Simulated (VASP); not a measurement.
# MoS in VASP: further runs

MoS is run at these levels: r2SCAN; tasks: single point.

Everything below comes from runs of VASP 6.6.1. Logs are shortened: lines on timing, memory, paths and dates and some standing lists are left out, and cuts for length are marked.

## 1. The cell of the first run

Symmetry: F-43m, No. 216, cubic system. The conventional cell has a = 5.426 Å, b = 5.426 Å, c = 5.426 Å, α = 90.00°, β = 90.00°, γ = 90.00°. Mo (site symmetry -43m) has 4 S at 2.35 Å within 3.1 Å. S (site symmetry -43m) has 4 Mo at 2.35 Å within 3.1 Å.

## 2. Single point, r2SCAN, collinear spin (19.97 Å³/atom)

File POSCAR:

```
MoS
1.0
    0.0000000000      2.7128899373      2.7128899373
    2.7128899373      0.0000000000      2.7128899373
    2.7128899373      2.7128899373      0.0000000000
Mo S
1 1
Direct
    0.0000000000      0.0000000000      0.0000000000
    0.2500000000      0.2500000000      0.2500000000
```

File INCAR.step1:

```
SYSTEM = MoS
ALGO = Normal
EDIFF = 1E-4
ENCUT = 520
GGA = PE
ISMEAR = 0
ISPIN = 2
LASPH = .True.
LCHARG = .False.
LMAXMIX = 4
LREAL = .False.
LWAVE = .True.
MAGMOM = 0.91 0
NBANDS = 21
NELM = 150
PREC = Accurate
SIGMA = 0.05
```

File INCAR.step2:

```
SYSTEM = MoS
ALGO = Normal
EDIFF = 1E-7
ENCUT = 520
ISIF = 2
ISMEAR = 0
ISPIN = 2
ISTART = 1
LASPH = .True.
LCHARG = .True.
LELF = .True.
LMAXMIX = 4
LMIXTAU = .True.
LORBIT = 11
LREAL = .False.
LVHAR = .True.
LWAVE = .False.
MAGMOM = 0.91 0
METAGGA = R2SCAN
NBANDS = 21
NELM = 150
PREC = Accurate
SIGMA = 0.05
```

File KPOINTS:

```
k-points
0
Gamma
  12 12 12
  0 0 0
```

Potentials or basis: VASP PAW PBE potentials, release 64 (Mo_sv, S).

The run is started by

```
> cat potpaw_PBE.64/Mo_sv/POTCAR potpaw_PBE.64/S/POTCAR > POTCAR
> cp INCAR.step1 INCAR
> mpirun -np 1 vasp_std > vasp.out
> cp INCAR.step2 INCAR
> mpirun -np 1 vasp_std > vasp.out
```

OUTCAR:

```text
SYSTEM = MoS
   EDIFF = 1E-7
   ENCUT = 520
   ISIF = 2
   ISMEAR = 0
   ISPIN = 2
   ISTART = 1
   LASPH = .True.
   LORBIT = 11
   LREAL = .False.
   METAGGA = R2SCAN
   NELM = 150
   PREC = Accurate

 ion  position               nearest neighbor table
   1  0.000  0.000  0.000-   2 2.35   2 2.35   2 2.35   2 2.35
   2  0.250  0.250  0.250-   1 2.35   1 2.35   1 2.35   1 2.35

  LATTYP: Found a face centered cubic cell.
 ALAT       =     5.4257798746

  Lattice vectors:

 A1 = (   0.0000000000,   2.7128899373,   2.7128899373)
 A2 = (   2.7128899373,   0.0000000000,   2.7128899373)
 A3 = (   2.7128899373,   2.7128899373,   0.0000000000)

Analysis of symmetry for initial positions (statically):
=====================================================================
 Subroutine PRICEL returns:
 Original cell was already a primitive cell.

 Routine SETGRP: Setting up the symmetry group for a
 face centered cubic supercell.

 Subroutine GETGRP returns: Found 24 space group operations
 (whereof 24 operations were pure point group operations)
 out of a pool of 48 trial point group operations.

The static configuration has the point symmetry T_d .

Analysis of symmetry for dynamics (positions and initial velocities):
=====================================================================
 Subroutine PRICEL returns:
 Original cell was already a primitive cell.

 Routine SETGRP: Setting up the symmetry group for a
 face centered cubic supercell.

 Subroutine GETGRP returns: Found 24 space group operations
 (whereof 24 operations were pure point group operations)
 out of a pool of 48 trial point group operations.

The dynamic configuration has the point symmetry T_d .

Analysis of structural, dynamic, and magnetic symmetry:
=====================================================================
 Subroutine PRICEL returns:
 Original cell was already a primitive cell.

 Routine SETGRP: Setting up the symmetry group for a
 face centered cubic supercell.

 Subroutine GETGRP returns: Found 24 space group operations
 (whereof 24 operations were pure point group operations)
 out of a pool of 48 trial point group operations.

The overall configuration has the point symmetry T_d .

 Subroutine INISYM returns: Found 24 space group operations
 (whereof 24 operations are pure point group operations),
 and found     1 'primitive' translations

----------------------------------------------------------------------------------------

                                     Primitive cell

  volume of cell :      39.9325

  direct lattice vectors                    reciprocal lattice vectors
     0.000000000  2.712889937  2.712889937    -0.184305302  0.184305302  0.184305302
     2.712889937  0.000000000  2.712889937     0.184305302 -0.184305302  0.184305302
     2.712889937  2.712889937  0.000000000     0.184305302  0.184305302 -0.184305302

  length of vectors
     3.836605743  3.836605743  3.836605743     0.319226148  0.319226148  0.319226148

  position of ions in fractional coordinates (direct lattice)
     0.000000000  0.000000000  0.000000000
     0.250000000  0.250000000  0.250000000

  ion indices of the primitive-cell ions
   primitive index   ion index
                 1           1
                 2           2

----------------------------------------------------------------------------------------

 KPOINTS: k-points

Automatic generation of k-mesh.
 Grid dimensions read from file:
 generate k-points for:   12   12   12

 Generating k-lattice:

  Cartesian coordinates                     Fractional coordinates (reciprocal lattice)
    -0.015358775  0.015358775  0.015358775     0.083333333  0.000000000  0.000000000
     0.015358775 -0.015358775  0.015358775     0.000000000  0.083333333  0.000000000
     0.015358775  0.015358775 -0.015358775     0.000000000  0.000000000  0.083333333

  Length of vectors
     0.026602179  0.026602179  0.026602179

  Shift w.r.t. Gamma in fractional coordinates (k-lattice)
     0.000000000  0.000000000  0.000000000

 Subroutine IBZKPT returns following result:
 ===========================================

 Found     72 irreducible k-points:

 Following reciprocal coordinates:
            Coordinates               Weight
  0.000000  0.000000  0.000000      1.000000
  0.083333  0.000000  0.000000      8.000000
  0.166667  0.000000  0.000000      8.000000
  0.250000  0.000000  0.000000      8.000000
  0.333333  0.000000  0.000000      8.000000
  0.416667  0.000000  0.000000      8.000000
[... 16 lines left out ...]
  0.500000  0.166667  0.000000     24.000000
 -0.416667  0.166667  0.000000     24.000000
 [... further k-points ...]
   k-points           NKPTS =     72   k-points in BZ     NKDIM =     72   number of bands    NBANDS=     21
   number of dos      NEDOS =    301   number of ions     NIONS =      2
   total plane-waves  NPLWV =  27000
   dimension x,y,z NGX =    30 NGY =   30 NGZ =   30
   dimension x,y,z NGXF=    60 NGYF=   60 NGZF=   60
   ions per type =               1   1
   NGX,Y,Z   is equivalent  to a cutoff of  13.00, 13.00, 13.00 a.u.
   NGXF,Y,Z  is equivalent  to a cutoff of  26.00, 26.00, 26.00 a.u.
 SYSTEM =  MoS
   PREC   = accura    normal or accurate (medium, high low for compatibility)
   ISTART =      1    job   : 0-new  1-cont  2-samecut
   ICHARG =      0    charge: 1-file 2-atom 10-const
   ISPIN  =      2    spin polarized calculation?
   LNONCOLLINEAR =      F non collinear calculations
   LSORBIT =      F    spin-orbit coupling
   LASPH  =      T    aspherical Exc in radial PAW
   ENCUT  =  520.0 eV  38.22 Ry    6.18 a.u.   7.13  7.13  7.13*2*pi/ulx,y,z
   NELM   =    150;   NELMIN=  2; NELMDL=  0     # of ELM steps
   EDIFF  = 0.1E-06   stopping-criterion for ELM
   LREAL  =      F    real-space projection
   EDIFFG = 0.1E-05   stopping-criterion for IOM
   NSW    =      0    number of steps for IOM
   IBRION =     -1    ionic relax: 0-MD 1-quasi-New 2-CG
   NFREE  =      0    steps in history (QN), initial steepest desc. (CG)
   ISIF   =      2    stress and relaxation
   ISYM   =      2    0-nonsym 1-usesym 2-fastsym
   POTIM  = 0.5000    time-step for ionic-motion
   TEBEG  =    0.0;   TEEND  =   0.0 temperature during run
   PSTRESS=    0.0 pullay stress
   NELECT =      20.0000    total number of electrons
   NUPDOWN=      -1.0000    fix difference up-down
   EMIN   =  10.00;   EMAX   =-10.00  energy-range for DOS
   EFERMI =   0.00;   METHOD = LEGACY
   ISMEAR =     0;   SIGMA  =   0.05  broadening in eV -4-tet -1-fermi 0-gaus
   EFERMI_NEDOS =   21; number of points for ismear=-14 and -15
   IALGO  =     38    algorithm
   IMIX   =      4    mixing-type and parameters
     AMIX     =   0.40;   BMIX     =  1.00
     AMIX_MAG =   1.60;   BMIX_MAG =  1.00
  volume/ion in A,a.u.               =      19.97       134.74
  Fermi-wavevector in a.u.,A,eV,Ry     =   1.300098  2.456828 22.997302  1.690254
  Thomas-Fermi vector in A             =   2.431319
   LORBIT       =     11    0 simple, 1 ext, 2 COOP (PROOUT), +10 PAW based schemes
   METAGGA = R2SCAN    functional components
   LHFCALC =     F    Hartree Fock is set to
   AEXX    =    0.0000 exact exchange contribution
   IVDW    =     0    specifies the selected vdW correction
   LEPSILON=     F    determine dielectric tensor
   LRPA    =     F    only Hartree local field effects (RPA)
 spin polarized calculation
 Gauss-broadening in eV      SIGMA  =   0.05
  energy-cutoff  :      520.00
  volume of cell :       39.93
 maximum number of plane-waves:      1090
 NGX is ok and might be reduce to    30
   NGX = 15   NGY = 15   NGZ = 15

 number of electron      19.9999998 magnetization       0.0022157

 number of electron      19.9999998 magnetization      -0.0001985

 Free energy of the ion-electron system (eV)
  ---------------------------------------------------
  ext. energy  EPLUGINS =         0.00000000
  ---------------------------------------------------
  free energy    TOTEN  =       -34.14401338 eV

  energy without entropy =      -34.14110650  energy(sigma->0) =      -34.14255994

 E-fermi :   7.4873     XC(G=0): -11.2790

 val. band max:        7.4768640503   @ k =   0.5000   0.4167   0.0000
 cond. band min:       7.4897903892   @ k =   0.4167   0.2500   0.0000
 fundamental gap:      0.0129263389
 Fermi energy:         7.4873351522

 spin component 1

 k-point     1 :       0.0000    0.0000    0.0000
  band No.  band energies     occupation
      1     -55.3441      1.00000
      2     -28.7637      1.00000
      3     -28.7637      1.00000
      4     -28.7637      1.00000
      5      -8.1148      1.00000
      6       1.6611      1.00000
[... 13 lines left out ...]
     20      21.7040      0.00000
     21      22.5839      0.00000

 k-point     2 :       0.0833    0.0000    0.0000
  band No.  band energies     occupation
      1     -55.3437      1.00000
      2     -28.7701      1.00000
      3     -28.7646      1.00000
      4     -28.7646      1.00000
      5      -8.0657      1.00000
      6       1.5904      1.00000
[... 13 lines left out ...]
     20      21.2135      0.00000
     21      23.2163      0.00000

 k-point     3 :       0.1667    0.0000    0.0000
  band No.  band energies     occupation
      1     -55.3427      1.00000
      2     -28.7877      1.00000
      3     -28.7671      1.00000
      4     -28.7671      1.00000
      5      -7.9307      1.00000
      6       1.4317      1.00000
[... 13 lines left out ...]
     20      21.3088      0.00000
     21      24.1775      0.00000
[... 457 lines left out ...]
 k-point    23 :       0.5000    0.1667    0.0000
  band No.  band energies     occupation
      1     -55.3382      1.00000
      2     -28.8512      1.00000
      3     -28.7904      1.00000
      4     -28.7823      1.00000
      5      -7.3118      1.00000
      6       1.3112      1.00000
[... 13 lines left out ...]
     20      22.1045      0.00000
     21      24.6151      0.00000

 k-point    24 :      -0.4167    0.1667    0.0000
  band No.  band energies     occupation
      1     -55.3381      1.00000
      2     -28.8521      1.00000
      3     -28.7931      1.00000
      4     -28.7806      1.00000
      5      -7.2998      1.00000
      6       1.4242      1.00000
[... 13 lines left out ...]
     20      21.7759      0.00000
     21      24.9304      0.00000

 [... further k-points ...]

 spin component 2

 k-point     1 :       0.0000    0.0000    0.0000
  band No.  band energies     occupation
      1     -55.3442      1.00000
      2     -28.7638      1.00000
      3     -28.7638      1.00000
      4     -28.7638      1.00000
      5      -8.1148      1.00000
      6       1.6611      1.00000
[... 13 lines left out ...]
     20      21.7040      0.00000
     21      22.5839      0.00000

 k-point     2 :       0.0833    0.0000    0.0000
  band No.  band energies     occupation
      1     -55.3438      1.00000
      2     -28.7703      1.00000
      3     -28.7648      1.00000
      4     -28.7648      1.00000
      5      -8.0657      1.00000
      6       1.5904      1.00000
[... 13 lines left out ...]
     20      21.2134      0.00000
     21      23.2163      0.00000

 k-point     3 :       0.1667    0.0000    0.0000
  band No.  band energies     occupation
      1     -55.3428      1.00000
      2     -28.7879      1.00000
      3     -28.7673      1.00000
      4     -28.7673      1.00000
      5      -7.9308      1.00000
      6       1.4317      1.00000
[... 13 lines left out ...]
     20      21.3088      0.00000
     21      24.1775      0.00000
[... 457 lines left out ...]
 k-point    23 :       0.5000    0.1667    0.0000
  band No.  band energies     occupation
      1     -55.3383      1.00000
      2     -28.8513      1.00000
      3     -28.7905      1.00000
      4     -28.7824      1.00000
      5      -7.3118      1.00000
      6       1.3112      1.00000
[... 13 lines left out ...]
     20      22.1044      0.00000
     21      24.6150      0.00000

 k-point    24 :      -0.4167    0.1667    0.0000
  band No.  band energies     occupation
      1     -55.3382      1.00000
      2     -28.8522      1.00000
      3     -28.7933      1.00000
      4     -28.7808      1.00000
      5      -7.2998      1.00000
      6       1.4242      1.00000
[... 13 lines left out ...]
     20      21.7759      0.00000
     21      24.9303      0.00000

 [... further k-points ...]
[... 5 lines left out ...]
  --------------------------------------------------------------------------------------
  -------------------------------------------------------------------------------------
  Total       -1.9563225     -1.9563225     -1.9563225      0.0000000     -0.0000000     -0.0000000
  in kB      -78.4918386    -78.4918386    -78.4918386      0.0000000     -0.0000000     -0.0000000
  external PRESSURE =     -78.4918386 kB  Pullay stress =       0.0000000 kB

 VOLUME and BASIS-vectors are now :
 -----------------------------------------------------------------------------
  energy-cutoff  :      520.00
  volume of cell :       39.93
      direct lattice vectors                 reciprocal lattice vectors
     0.000000000  2.712889937  2.712889937    -0.184305302  0.184305302  0.184305302
     2.712889937  0.000000000  2.712889937     0.184305302 -0.184305302  0.184305302
     2.712889937  2.712889937  0.000000000     0.184305302  0.184305302 -0.184305302

 POSITION                                       TOTAL-FORCE (eV/Angst)
 -----------------------------------------------------------------------------------
      0.00000      0.00000      0.00000         0.000000     -0.000000     -0.000000
      1.35644      1.35644      1.35644        -0.000000      0.000000      0.000000
 -----------------------------------------------------------------------------------
    total drift:                               -0.000000     -0.000000     -0.000000

  FREE ENERGIE OF THE ION-ELECTRON SYSTEM (eV)
  ---------------------------------------------------
  free  energy   TOTEN  =       -34.1440133840 eV

  energy  without entropy=      -34.1411065021  energy(sigma->0) =      -34.14255994

 total charge

# of ion       s       p       d       tot
------------------------------------------
    1        2.247   6.116   4.080  12.443
    2        1.302   2.407   0.000   3.710
--------------------------------------------------
tot          3.549   8.523   4.080  16.152

 magnetization (x)

# of ion       s       p       d       tot
------------------------------------------
    1       -0.000  -0.000  -0.000  -0.000
    2       -0.000   0.000   0.000   0.000
--------------------------------------------------
tot         -0.000   0.000  -0.000  -0.000
```

Wall time 18 min (1 thread of Intel Xeon 8259CL, shared host); peak memory 0.26 GiB.

Results:

| Property | Result |
| --- | --- |
| Free energy | -34.1440 eV |
| Pressure | -7.8 GPa |
| Band gap on the k mesh | zero (filled and empty bands overlap) |
| Net moment | 0.00 μB per cell |
| Valence electrons inside the program's atomic spheres | Mo 12.44; S 3.71 |

Caveat: the cell stands under tension; the PAW data sets were made with another functional, which shifts forces and pressure a little.

(Continued in part 2 of 2.)
